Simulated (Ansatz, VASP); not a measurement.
## Ta2F: VASP beside Ansatz

```
CELL_PARAMETERS angstrom
3.29114 0.00000 0.00000
0.00000 3.29114 0.00000
0.00000 0.00000 8.59583
ATOMIC_POSITIONS crystal
Ta 0.50000 0.00000 0.70921
Ta 0.00000 0.50000 0.90607
Ta 0.00000 0.50000 0.29079
Ta 0.50000 0.00000 0.09393
F 0.00000 0.50000 0.53297
F 0.50000 0.00000 0.46703
```

Alike in both runs: functional PBE; k mesh 5 × 5 × 2; occupations gaussian, width 0.2 eV; no spin polarisation.

Ansatz relaxed the structure, and its values are those at the end. VASP's run is a single point on that final structure, the one shown.

|  | VASP | Ansatz |
| --- | --- | --- |
| version | VASP 6.6.1 | Ansatz 0.2.0 |
| potentials or method | VASP PAW PBE potentials, release 64 (Ta_sv_GW, F), cutoff 600 eV | scalar-relativistic, plane waves, PAW |
| valence electrons in the cell | 66 | 66 |

VASP gave:

| Quantity | Value |
| --- | --- |
| gap on the k mesh at the Fermi level (eV) | none |
| rms of the force components (eV/Å) | 0.023 |

Problem. Estimate Ansatz's values.

Solution. gap on the k mesh at the Fermi level (eV): none; rms of the force components (eV/Å): 0.011.

A gap of «none» marks a metal or a gap that the smearing closes.

The k mesh is coarse, so the values compare programs but aren't converged. Spin-orbit coupling is off throughout.
